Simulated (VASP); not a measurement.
# Cs2Au (F-43m) in VASP: further runs

The runs below take Cs2Au through single point, relaxation of cell and atoms, with PBE.

All numbers are computed with VASP 6.6.1; they aren't measurements. Logs are shortened: lines on timing, memory, paths and dates and some standing lists are left out, and cuts for length are marked.

### Step 1. The cell of the first run

The structure is cubic, space group F-43m (No. 216). The conventional cell has a = 8.699 Å, b = 8.699 Å, c = 8.699 Å, α = 90.00°, β = 90.00°, γ = 90.00°. Within 4.9 Å of Cs (site symmetry -43m) lie 4 Cs at 3.77 Å and 4 Au at 3.77 Å. Cs (site symmetry -43m) has 4 Cs at 3.77 Å and 6 Au at 4.35 Å within 4.9 Å. Au (site symmetry -43m) has 10 Cs at 3.77 to 4.35 Å within 4.9 Å.

### Step 2. Single point, PBE

INCAR reads:

```
PREC = Accurate
ENCUT = 520
EDIFF = 1E-6
ISMEAR = 0
SIGMA = 0.1
LREAL = F
LASPH = T
NELM = 60
ALGO = Fast
ISIF = 2
LWAVE = F
LCHARG = F
GGA = PE
NBANDS = 22
```

KPOINTS reads:

```
regular mesh
0
Gamma
  10 10 10
```

POSCAR reads:

```
Cs2Au
1.0
    0.0000000000      4.3493531579      4.3493531579
    4.3493531579      0.0000000000      4.3493531579
    4.3493531579      4.3493531579      0.0000000000
Cs Au
2 1
Direct
    0.0000000000      0.0000000000      0.0000000000
    0.7500000000      0.7500000000      0.7500000000
    0.2500000000      0.2500000000      0.2500000000
```

Potentials or basis: VASP PAW PBE potentials, release 64 (Cs_sv, Au).

On the command line:

```sh
$ cat potpaw_PBE.64/Cs_sv/POTCAR potpaw_PBE.64/Au/POTCAR > POTCAR
$ mpirun -np 1 vasp_std > vasp.out
```

OUTCAR:

```text
PREC = Accurate
   ENCUT = 520
   EDIFF = 1E-6
   ISMEAR = 0
   LREAL = F
   LASPH = T
   NELM = 60
   ISIF = 2
   GGA = PE

 ion  position               nearest neighbor table
   1  0.000  0.000  0.000-
   2  0.750  0.750  0.750-
   3  0.250  0.250  0.250-

  LATTYP: Found a face centered cubic cell.
 ALAT       =     8.6987063158

  Lattice vectors:

 A1 = (   0.0000000000,   4.3493531579,   4.3493531579)
 A2 = (   4.3493531579,   0.0000000000,   4.3493531579)
 A3 = (   4.3493531579,   4.3493531579,   0.0000000000)

Analysis of symmetry for initial positions (statically):
=====================================================================
 Subroutine PRICEL returns:
 Original cell was already a primitive cell.

 Routine SETGRP: Setting up the symmetry group for a
 face centered cubic supercell.

 Subroutine GETGRP returns: Found 24 space group operations
 (whereof 24 operations were pure point group operations)
 out of a pool of 48 trial point group operations.

The static configuration has the point symmetry T_d .

Analysis of symmetry for dynamics (positions and initial velocities):
=====================================================================
 Subroutine PRICEL returns:
 Original cell was already a primitive cell.

 Routine SETGRP: Setting up the symmetry group for a
 face centered cubic supercell.

 Subroutine GETGRP returns: Found 24 space group operations
 (whereof 24 operations were pure point group operations)
 out of a pool of 48 trial point group operations.

The dynamic configuration has the point symmetry T_d .

 Subroutine INISYM returns: Found 24 space group operations
 (whereof 24 operations are pure point group operations),
 and found     1 'primitive' translations

----------------------------------------------------------------------------------------

                                     Primitive cell

  volume of cell :     164.5523

  direct lattice vectors                    reciprocal lattice vectors
     0.000000000  4.349353158  4.349353158    -0.114959623  0.114959623  0.114959623
     4.349353158  0.000000000  4.349353158     0.114959623 -0.114959623  0.114959623
     4.349353158  4.349353158  0.000000000     0.114959623  0.114959623 -0.114959623

  length of vectors
     6.150914223  6.150914223  6.150914223     0.199115908  0.199115908  0.199115908

  position of ions in fractional coordinates (direct lattice)
     0.000000000  0.000000000  0.000000000
     0.750000000  0.750000000  0.750000000
     0.250000000  0.250000000  0.250000000

  ion indices of the primitive-cell ions
   primitive index   ion index
                 1           1
                 2           2
                 3           3

----------------------------------------------------------------------------------------

 KPOINTS: regular mesh

Automatic generation of k-mesh.
 Grid dimensions read from file:
 generate k-points for:   10   10   10

 Generating k-lattice:

  Cartesian coordinates                     Fractional coordinates (reciprocal lattice)
    -0.011495962  0.011495962  0.011495962     0.100000000  0.000000000  0.000000000
     0.011495962 -0.011495962  0.011495962     0.000000000  0.100000000  0.000000000
     0.011495962  0.011495962 -0.011495962     0.000000000  0.000000000  0.100000000

  Length of vectors
     0.019911591  0.019911591  0.019911591

  Shift w.r.t. Gamma in fractional coordinates (k-lattice)
     0.000000000  0.000000000  0.000000000

 Subroutine IBZKPT returns following result:
 ===========================================

 Found     47 irreducible k-points:

 Following reciprocal coordinates:
            Coordinates               Weight
  0.000000  0.000000  0.000000      1.000000
  0.100000  0.000000  0.000000      8.000000
  0.200000  0.000000  0.000000      8.000000
  0.300000  0.000000  0.000000      8.000000
  0.400000  0.000000  0.000000      8.000000
  0.500000  0.000000  0.000000      4.000000
[... 16 lines left out ...]
  0.300000  0.300000  0.000000      6.000000
  0.400000  0.300000  0.000000     24.000000
 [... further k-points ...]
   k-points           NKPTS =     47   k-points in BZ     NKDIM =     47   number of bands    NBANDS=     22
   number of dos      NEDOS =    301   number of ions     NIONS =      3
   total plane-waves  NPLWV = 110592
   dimension x,y,z NGX =    48 NGY =   48 NGZ =   48
   dimension x,y,z NGXF=    96 NGYF=   96 NGZF=   96
   ions per type =               2   1
   NGX,Y,Z   is equivalent  to a cutoff of  12.97, 12.97, 12.97 a.u.
   NGXF,Y,Z  is equivalent  to a cutoff of  25.95, 25.95, 25.95 a.u.
 SYSTEM =  unknown system
   PREC   = accura    normal or accurate (medium, high low for compatibility)
   ISTART =      0    job   : 0-new  1-cont  2-samecut
   ICHARG =      2    charge: 1-file 2-atom 10-const
   ISPIN  =      1    spin polarized calculation?
   LNONCOLLINEAR =      F non collinear calculations
   LSORBIT =      F    spin-orbit coupling
   LASPH  =      T    aspherical Exc in radial PAW
   ENCUT  =  520.0 eV  38.22 Ry    6.18 a.u.  11.44 11.44 11.44*2*pi/ulx,y,z
   NELM   =     60;   NELMIN=  2; NELMDL= -5     # of ELM steps
   EDIFF  = 0.1E-05   stopping-criterion for ELM
   LREAL  =      F    real-space projection
   EDIFFG = 0.1E-04   stopping-criterion for IOM
   NSW    =      0    number of steps for IOM
   IBRION =     -1    ionic relax: 0-MD 1-quasi-New 2-CG
   NFREE  =      0    steps in history (QN), initial steepest desc. (CG)
   ISIF   =      2    stress and relaxation
   ISYM   =      2    0-nonsym 1-usesym 2-fastsym
   POTIM  = 0.5000    time-step for ionic-motion
   TEBEG  =    0.0;   TEEND  =   0.0 temperature during run
   PSTRESS=    0.0 pullay stress
   NELECT =      29.0000    total number of electrons
   NUPDOWN=      -1.0000    fix difference up-down
   EMIN   =  10.00;   EMAX   =-10.00  energy-range for DOS
   EFERMI =   0.00;   METHOD = LEGACY
   ISMEAR =     0;   SIGMA  =   0.10  broadening in eV -4-tet -1-fermi 0-gaus
   EFERMI_NEDOS =   21; number of points for ismear=-14 and -15
   IALGO  =     68    algorithm
   IMIX   =      4    mixing-type and parameters
     AMIX     =   0.40;   BMIX     =  1.00
     AMIX_MAG =   1.60;   BMIX_MAG =  1.00
  volume/ion in A,a.u.               =      54.85       370.15
  Fermi-wavevector in a.u.,A,eV,Ry     =   0.917852  1.734489 11.462268  0.842453
  Thomas-Fermi vector in A             =   2.042868
   LORBIT       =      0    0 simple, 1 ext, 2 COOP (PROOUT), +10 PAW based schemes
   GGA     = PE    functional components
   LHFCALC =     F    Hartree Fock is set to
   AEXX    =    0.0000 exact exchange contribution
   IVDW    =     0    specifies the selected vdW correction
   LEPSILON=     F    determine dielectric tensor
   LRPA    =     F    only Hartree local field effects (RPA)
 non-spin polarized calculation
 RMM-DIIS sequential band-by-band and
 Gauss-broadening in eV      SIGMA  =   0.10
  energy-cutoff  :      520.00
  volume of cell :      164.55
 maximum number of plane-waves:      4477
 NGX is ok and might be reduce to    48
   NGX = 23   NGY = 23   NGZ = 23

 number of electron      29.0000002 magnetization

 Free energy of the ion-electron system (eV)
  ---------------------------------------------------
  ext. energy  EPLUGINS =         0.00000000
  ---------------------------------------------------
  free energy    TOTEN  =        -4.82839734 eV

  energy without entropy =       -4.79780954  energy(sigma->0) =       -4.81310344

 E-fermi :   2.3102     XC(G=0):  -7.2612

 val. band max:        2.3043703720   @ k =  -0.2000   0.3000   0.1000
 cond. band min:       2.3130307958   @ k =   0.5000   0.5000   0.0000
 fundamental gap:      0.0086604238
 Fermi energy:         2.3102391995

 k-point     1 :       0.0000    0.0000    0.0000
  band No.  band energies     occupation
      1     -21.8410      2.00000
      2     -21.3704      2.00000
      3      -8.8451      2.00000
      4      -8.8451      2.00000
      5      -8.8451      2.00000
      6      -8.0829      2.00000
[... 14 lines left out ...]
     21       5.2674      0.00000
     22       5.2674      0.00000

 k-point     2 :       0.1000    0.0000    0.0000
  band No.  band energies     occupation
      1     -21.8368      2.00000
      2     -21.3750      2.00000
      3      -8.8552      2.00000
      4      -8.8551      2.00000
      5      -8.8485      2.00000
      6      -8.0825      2.00000
[... 14 lines left out ...]
     21       5.1488      0.00000
     22       5.2315      0.00000

 k-point     3 :       0.2000    0.0000    0.0000
  band No.  band energies     occupation
      1     -21.8253      2.00000
      2     -21.3877      2.00000
      3      -8.8801      2.00000
      4      -8.8801      2.00000
      5      -8.8592      2.00000
      6      -8.0787      2.00000
[... 14 lines left out ...]
     21       5.2257      0.00000
     22       5.2326      0.00000

 k-point     4 :       0.3000    0.0000    0.0000
  band No.  band energies     occupation
      1     -21.8100      2.00000
      2     -21.4043      2.00000
      3      -8.9088      2.00000
      4      -8.9088      2.00000
      5      -8.8758      2.00000
      6      -8.0686      2.00000
[... 14 lines left out ...]
     21       5.6457      0.00000
     22       5.6476      0.00000

 k-point     5 :       0.4000    0.0000    0.0000
  band No.  band energies     occupation
      1     -21.7967      2.00000
      2     -21.4187      2.00000
      3      -8.9305      2.00000
      4      -8.9305      2.00000
      5      -8.8916      2.00000
      6      -8.0567      2.00000
[... 417 lines left out ...]
 k-point    22 :      -0.2000    0.2000    0.0000
  band No.  band energies     occupation
      1     -21.8044      2.00000
      2     -21.4103      2.00000
      3      -8.9863      2.00000
      4      -8.9096      2.00000
      5      -8.8011      2.00000
      6      -8.1361      2.00000
[... 14 lines left out ...]
     21       5.1173      0.00000
     22       5.5478      0.00000

 k-point    23 :       0.3000    0.3000    0.0000
  band No.  band energies     occupation
      1     -21.7985      2.00000
      2     -21.4168      2.00000
      3      -8.9767      2.00000
      4      -8.9767      2.00000
      5      -8.7237      2.00000
      6      -8.2439      2.00000
[... 14 lines left out ...]
     21       4.9819      0.00000
     22       5.0768      0.00000

 k-point    24 :       0.4000    0.3000    0.0000
  band No.  band energies     occupation
      1     -21.7873      2.00000
      2     -21.4288      2.00000
      3      -9.0072      2.00000
      4      -8.9967      2.00000
      5      -8.6917      2.00000
      6      -8.2758      2.00000
[... 14 lines left out ...]
     21       5.2427      0.00000
     22       5.2951      0.00000

 [... further k-points ...]
[... 5 lines left out ...]
  --------------------------------------------------------------------------------------
  -------------------------------------------------------------------------------------
  Total        0.0460235      0.0460235      0.0460235     -0.0000000     -0.0000000     -0.0000000
  in kB        0.4481119      0.4481119      0.4481119     -0.0000000     -0.0000000     -0.0000000
  external PRESSURE =       0.4481119 kB  Pullay stress =       0.0000000 kB

 VOLUME and BASIS-vectors are now :
 -----------------------------------------------------------------------------
  energy-cutoff  :      520.00
  volume of cell :      164.55
      direct lattice vectors                 reciprocal lattice vectors
     0.000000000  4.349353158  4.349353158    -0.114959623  0.114959623  0.114959623
     4.349353158  0.000000000  4.349353158     0.114959623 -0.114959623  0.114959623
     4.349353158  4.349353158  0.000000000     0.114959623  0.114959623 -0.114959623

 POSITION                                       TOTAL-FORCE (eV/Angst)
 -----------------------------------------------------------------------------------
      0.00000      0.00000      0.00000         0.000000      0.000000      0.000000
      6.52403      6.52403      6.52403        -0.000000     -0.000000     -0.000000
      2.17468      2.17468      2.17468         0.000000      0.000000      0.000000
 -----------------------------------------------------------------------------------
    total drift:                               -0.000000     -0.000000     -0.000000

  FREE ENERGIE OF THE ION-ELECTRON SYSTEM (eV)
  ---------------------------------------------------
  free  energy   TOTEN  =        -4.8283973431 eV

  energy  without entropy=       -4.7978095441  energy(sigma->0) =       -4.81310344
```

Run time: 2.7 min. Hardware: 1 thread of Intel Xeon Platinum 8488C (Sapphire Rapids), shared host; peak memory 0.41 GiB.

What came out:

| Quantity | Value |
| --- | --- |
| Free energy | -4.8284 eV |
| Pressure | 0.0 GPa |

Caveat: spin-orbit coupling is left out, which moves the levels of the heavy elements.

(Continued in part 2 of 2.)
